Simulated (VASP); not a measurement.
# HfN (F-43m) in VASP: single point with LDA

Aim: the single point of HfN with LDA.

All numbers are computed with VASP 6.6.1; they aren't measurements. Logs are shortened: lines on timing, memory, paths and dates and some standing lists are left out, and cuts for length are marked.

### Step 1. The cell of the first run

The structure is cubic, space group F-43m (No. 216). Conventional cell: a = 4.910 Å, b = 4.910 Å, c = 4.910 Å, α = 90.00°, β = 90.00°, γ = 90.00°. Within 2.8 Å of Hf (site symmetry -43m) lie 4 N at 2.13 Å. N (site symmetry -43m) has 4 Hf at 2.13 Å within 2.8 Å.

### Step 2. Single point, LDA

INCAR

```
  PREC = Accurate
  ENCUT = 520
  EDIFF = 1E-7
  ISMEAR = 1
  SIGMA = 0.1
  LREAL = False
  LASPH = True
  NELM = 80
  ALGO = Normal
  ISIF = 2
  LWAVE = False
  LCHARG = False
  GGA = CA
  NBANDS = 14
```

KPOINTS

```
regular mesh
0
Gamma
  12 12 12
```

POSCAR

```
HfN
1.0
    0.0000000000      2.4548220000      2.4548220000
    2.4548220000      0.0000000000      2.4548220000
    2.4548220000      2.4548220000      0.0000000000
Hf N
1 1
Direct
    0.0000000000      0.0000000000      0.0000000000
    0.7500000000      0.7500000000      0.7500000000
```

Potentials or basis: VASP PAW LDA potentials, release 64 (Hf_pv, N).

Command:

```
> cat potpaw_LDA.64/Hf_pv/POTCAR potpaw_LDA.64/N/POTCAR > POTCAR
> mpirun -np 1 vasp_std > vasp.out
```

OUTCAR:

```text
PREC = Accurate
   ENCUT = 520
   EDIFF = 1E-7
   ISMEAR = 1
   LREAL = False
   LASPH = True
   NELM = 80
   ISIF = 2
   GGA = CA

 ion  position               nearest neighbor table
   1  0.000  0.000  0.000-   2 2.13   2 2.13   2 2.13   2 2.13
   2  0.750  0.750  0.750-   1 2.13   1 2.13   1 2.13   1 2.13

  LATTYP: Found a face centered cubic cell.
 ALAT       =     4.9096440000

  Lattice vectors:

 A1 = (   0.0000000000,   2.4548220000,   2.4548220000)
 A2 = (   2.4548220000,   0.0000000000,   2.4548220000)
 A3 = (   2.4548220000,   2.4548220000,   0.0000000000)

Analysis of symmetry for initial positions (statically):
=====================================================================
 Subroutine PRICEL returns:
 Original cell was already a primitive cell.

 Routine SETGRP: Setting up the symmetry group for a
 face centered cubic supercell.

 Subroutine GETGRP returns: Found 24 space group operations
 (whereof 24 operations were pure point group operations)
 out of a pool of 48 trial point group operations.

The static configuration has the point symmetry T_d .

Analysis of symmetry for dynamics (positions and initial velocities):
=====================================================================
 Subroutine PRICEL returns:
 Original cell was already a primitive cell.

 Routine SETGRP: Setting up the symmetry group for a
 face centered cubic supercell.

 Subroutine GETGRP returns: Found 24 space group operations
 (whereof 24 operations were pure point group operations)
 out of a pool of 48 trial point group operations.

The dynamic configuration has the point symmetry T_d .

 Subroutine INISYM returns: Found 24 space group operations
 (whereof 24 operations are pure point group operations),
 and found     1 'primitive' translations

----------------------------------------------------------------------------------------

                                     Primitive cell

  volume of cell :      29.5863

  direct lattice vectors                    reciprocal lattice vectors
     0.000000000  2.454822000  2.454822000    -0.203680756  0.203680756  0.203680756
     2.454822000  0.000000000  2.454822000     0.203680756 -0.203680756  0.203680756
     2.454822000  2.454822000  0.000000000     0.203680756  0.203680756 -0.203680756

  length of vectors
     3.471642566  3.471642566  3.471642566     0.352785417  0.352785417  0.352785417

  position of ions in fractional coordinates (direct lattice)
     0.000000000  0.000000000  0.000000000
     0.750000000  0.750000000  0.750000000

  ion indices of the primitive-cell ions
   primitive index   ion index
                 1           1
                 2           2

----------------------------------------------------------------------------------------

 KPOINTS: regular mesh

Automatic generation of k-mesh.
 Grid dimensions read from file:
 generate k-points for:   12   12   12

 Generating k-lattice:

  Cartesian coordinates                     Fractional coordinates (reciprocal lattice)
    -0.016973396  0.016973396  0.016973396     0.083333333  0.000000000  0.000000000
     0.016973396 -0.016973396  0.016973396     0.000000000  0.083333333  0.000000000
     0.016973396  0.016973396 -0.016973396     0.000000000  0.000000000  0.083333333

  Length of vectors
     0.029398785  0.029398785  0.029398785

  Shift w.r.t. Gamma in fractional coordinates (k-lattice)
     0.000000000  0.000000000  0.000000000

 Subroutine IBZKPT returns following result:
 ===========================================

 Found     72 irreducible k-points:

 Following reciprocal coordinates:
            Coordinates               Weight
  0.000000  0.000000  0.000000      1.000000
  0.083333  0.000000  0.000000      8.000000
  0.166667  0.000000  0.000000      8.000000
  0.250000  0.000000  0.000000      8.000000
  0.333333  0.000000  0.000000      8.000000
  0.416667  0.000000  0.000000      8.000000
[... 16 lines left out ...]
  0.500000  0.166667  0.000000     24.000000
 -0.416667  0.166667  0.000000     24.000000
 [... further k-points ...]
   k-points           NKPTS =     72   k-points in BZ     NKDIM =     72   number of bands    NBANDS=     14
   number of dos      NEDOS =    301   number of ions     NIONS =      2
   total plane-waves  NPLWV =  21952
   dimension x,y,z NGX =    28 NGY =   28 NGZ =   28
   dimension x,y,z NGXF=    56 NGYF=   56 NGZF=   56
   ions per type =               1   1
   NGX,Y,Z   is equivalent  to a cutoff of  13.41, 13.41, 13.41 a.u.
   NGXF,Y,Z  is equivalent  to a cutoff of  26.82, 26.82, 26.82 a.u.
 SYSTEM =  unknown system
   PREC   = accura    normal or accurate (medium, high low for compatibility)
   ISTART =      0    job   : 0-new  1-cont  2-samecut
   ICHARG =      2    charge: 1-file 2-atom 10-const
   ISPIN  =      1    spin polarized calculation?
   LNONCOLLINEAR =      F non collinear calculations
   LSORBIT =      F    spin-orbit coupling
   LASPH  =      T    aspherical Exc in radial PAW
   ENCUT  =  520.0 eV  38.22 Ry    6.18 a.u.   6.45  6.45  6.45*2*pi/ulx,y,z
   NELM   =     80;   NELMIN=  2; NELMDL= -5     # of ELM steps
   EDIFF  = 0.1E-06   stopping-criterion for ELM
   LREAL  =      F    real-space projection
   EDIFFG = 0.1E-05   stopping-criterion for IOM
   NSW    =      0    number of steps for IOM
   IBRION =     -1    ionic relax: 0-MD 1-quasi-New 2-CG
   NFREE  =      0    steps in history (QN), initial steepest desc. (CG)
   ISIF   =      2    stress and relaxation
   ISYM   =      2    0-nonsym 1-usesym 2-fastsym
   POTIM  = 0.5000    time-step for ionic-motion
   TEBEG  =    0.0;   TEEND  =   0.0 temperature during run
   PSTRESS=    0.0 pullay stress
   NELECT =      15.0000    total number of electrons
   NUPDOWN=      -1.0000    fix difference up-down
   EMIN   =  10.00;   EMAX   =-10.00  energy-range for DOS
   EFERMI =   0.00;   METHOD = LEGACY
   ISMEAR =     1;   SIGMA  =   0.10  broadening in eV -4-tet -1-fermi 0-gaus
   EFERMI_NEDOS =   21; number of points for ismear=-14 and -15
   IALGO  =     38    algorithm
   IMIX   =      4    mixing-type and parameters
     AMIX     =   0.40;   BMIX     =  1.00
     AMIX_MAG =   1.60;   BMIX_MAG =  1.00
  volume/ion in A,a.u.               =      14.79        99.83
  Fermi-wavevector in a.u.,A,eV,Ry     =   1.305395  2.466839 23.185087  1.704056
  Thomas-Fermi vector in A             =   2.436267
   LORBIT       =      0    0 simple, 1 ext, 2 COOP (PROOUT), +10 PAW based schemes
   GGA     = CA    functional components
   LHFCALC =     F    Hartree Fock is set to
   AEXX    =    0.0000 exact exchange contribution
   IVDW    =     0    specifies the selected vdW correction
   LEPSILON=     F    determine dielectric tensor
   LRPA    =     F    only Hartree local field effects (RPA)
 non-spin polarized calculation
 Methfessel and Paxton  Order N= 1 SIGMA  =   0.10
  energy-cutoff  :      520.00
  volume of cell :       29.59
 maximum number of plane-waves:       821
 NGX is ok and might be reduce to    28
   NGX = 13   NGY = 13   NGZ = 13

 number of electron      15.0000001 magnetization

 Free energy of the ion-electron system (eV)
  ---------------------------------------------------
  ext. energy  EPLUGINS =         0.00000000
  ---------------------------------------------------
  free energy    TOTEN  =       -23.00923932 eV

  energy without entropy =      -23.00824837  energy(sigma->0) =      -23.00890900

 E-fermi :   5.5818     XC(G=0): -11.5069

 val. band max:        5.5784790957   @ k =   0.3333   0.2500   0.0833
 cond. band min:       5.6187097901   @ k =  -0.3333   0.2500   0.0000
 fundamental gap:      0.0402306944
 Fermi energy:         5.5817613747

 k-point     1 :       0.0000    0.0000    0.0000
  band No.  band energies     occupation
      1     -25.3683      2.00000
      2     -25.3683      2.00000
      3     -25.3683      2.00000
      4     -10.3444      2.00000
      5       0.1190      2.00000
      6       0.1190      2.00000
      7       0.1190      2.00000
      8       4.9489      2.00000
      9       7.6876      0.00000
     10       7.6876      0.00000
     11      12.1107      0.00000
     12      12.1107      0.00000
     13      12.1107      0.00000
     14      16.9587      0.00000

 k-point     2 :       0.0833    0.0000    0.0000
  band No.  band energies     occupation
      1     -25.4022      2.00000
      2     -25.3727      2.00000
      3     -25.3727      2.00000
      4     -10.2596      2.00000
      5      -0.0336      2.00000
      6       0.1701      2.00000
      7       0.1701      2.00000
      8       5.3223      2.00150
      9       7.5725     -0.00000
     10       7.5725     -0.00000
     11      11.9263      0.00000
     12      12.2731      0.00000
     13      12.2731      0.00000
     14      16.9552      0.00000

 k-point     3 :       0.1667    0.0000    0.0000
  band No.  band energies     occupation
      1     -25.4933      2.00000
      2     -25.3845      2.00000
      3     -25.3845      2.00000
      4     -10.0335      2.00000
      5      -0.3161      2.00000
      6       0.3035      2.00000
      7       0.3035      2.00000
      8       6.2041     -0.00000
      9       7.3669     -0.00000
     10       7.3669     -0.00000
     11      11.5138      0.00000
     12      12.5280      0.00000
     13      12.5280      0.00000
     14      15.8371      0.00000

 k-point     4 :       0.2500    0.0000    0.0000
  band No.  band energies     occupation
      1     -25.6145      2.00000
      2     -25.4005      2.00000
      3     -25.4005      2.00000
      4      -9.7408      2.00000
      5      -0.4755      2.00000
      6       0.4671      2.00000
      7       0.4671      2.00000
      8       7.0952     -0.00000
      9       7.3030     -0.00000
     10       7.3030     -0.00000
     11      11.0992      0.00000
     12      12.4599      0.00000
     13      12.4599      0.00000
     14      14.2258      0.00000

 k-point     5 :       0.3333    0.0000    0.0000
  band No.  band energies     occupation
      1     -25.7323      2.00000
      2     -25.4165      2.00000
      3     -25.4165      2.00000
      4      -9.4707      2.00000
      5      -0.4138      2.00000
      6       0.6034      2.00000
      7       0.6034      2.00000
      8       7.4692     -0.00000
      9       7.5079     -0.00000
     10       7.5079     -0.00000
     11      10.5908      0.00000
[... 276 lines left out ...]
 k-point    22 :       0.4167    0.1667    0.0000
  band No.  band energies     occupation
      1     -25.7553      2.00000
      2     -25.4771      2.00000
      3     -25.4563      2.00000
      4      -9.2350      2.00000
      5      -0.5608      2.00000
      6       0.7649      2.00000
      7       0.9756      2.00000
      8       5.9997     -0.00000
      9       7.7152      0.00000
     10       8.4959      0.00000
     11      11.0689      0.00000
     12      11.1749      0.00000
     13      12.3703      0.00000
     14      14.6139      0.00000

 k-point    23 :       0.5000    0.1667    0.0000
  band No.  band energies     occupation
      1     -25.8048      2.00000
      2     -25.5018      2.00000
      3     -25.4573      2.00000
      4      -9.1113      2.00000
      5      -0.2185      2.00000
      6       0.6790      2.00000
      7       1.0072      2.00000
      8       6.0282     -0.00000
      9       7.6416      0.00000
     10       8.3262      0.00000
     11      10.9088      0.00000
     12      11.1900      0.00000
     13      11.9560      0.00000
     14      15.0680      0.00000

 k-point    24 :      -0.4167    0.1667    0.0000
  band No.  band energies     occupation
      1     -25.8087      2.00000
      2     -25.5163      2.00000
      3     -25.4487      2.00000
      4      -9.0963      2.00000
      5       0.0234      2.00000
      6       0.5065      2.00000
      7       0.9661      2.00000
      8       6.0949     -0.00000
      9       7.7100      0.00000
     10       8.0152      0.00000
     11      11.0869      0.00000
     12      11.4084      0.00000
     13      11.6428      0.00000
     14      15.1508      0.00000

 [... further k-points ...]

------------------------ aborting loop because EDIFF is reached ----------------------------------------

  FORCE on cell =-STRESS in cart. coord.  units (eV):
  Direction    XX          YY          ZZ          XY          YZ          ZX
  --------------------------------------------------------------------------------------
  -------------------------------------------------------------------------------------
  Total       -1.8239782     -1.8239782     -1.8239782      0.0000000      0.0000000      0.0000000
  in kB      -98.7734487    -98.7734487    -98.7734487      0.0000000      0.0000000      0.0000000
  external PRESSURE =     -98.7734487 kB  Pullay stress =       0.0000000 kB

 VOLUME and BASIS-vectors are now :
 -----------------------------------------------------------------------------
  energy-cutoff  :      520.00
  volume of cell :       29.59
      direct lattice vectors                 reciprocal lattice vectors
     0.000000000  2.454822000  2.454822000    -0.203680756  0.203680756  0.203680756
     2.454822000  0.000000000  2.454822000     0.203680756 -0.203680756  0.203680756
     2.454822000  2.454822000  0.000000000     0.203680756  0.203680756 -0.203680756

 POSITION                                       TOTAL-FORCE (eV/Angst)
 -----------------------------------------------------------------------------------
      0.00000      0.00000      0.00000        -0.000000     -0.000000     -0.000000
      3.68223      3.68223      3.68223         0.000000      0.000000      0.000000
 -----------------------------------------------------------------------------------
    total drift:                                0.000000      0.000000      0.000000

  FREE ENERGIE OF THE ION-ELECTRON SYSTEM (eV)
  ---------------------------------------------------
  free  energy   TOTEN  =       -23.0092393159 eV

  energy  without entropy=      -23.0082483659  energy(sigma->0) =      -23.00890900
```

Run time: 13 s. Hardware: 1 thread of Intel Xeon 6975P-C (Granite Rapids), shared host; peak memory 0.16 GiB.

Results:

| Quantity | Value |
| --- | --- |
| Free energy | -23.0092 eV |
| Pressure | -9.9 GPa |

Levels at points of the mesh, in eV from the Fermi level:
```csv
k point,band 5,band 6,band 7,band 8,band 9,band 10,band 11,band 12
"(0.00, 0.00, 0.00)",-5.46,-5.46,-5.46,-0.63,2.11,2.11,6.53,6.53
"(0.50, 0.00, 0.00)",-5.68,-4.87,-4.87,1.53,2.62,2.62,4.23,5.19
"(0.50, 0.50, 0.00)",-6.92,-3.58,-3.58,-1.12,2.09,3.89,4.59,4.59
```

Caveat: spin-orbit coupling is left out, which moves the levels of the heavy elements.
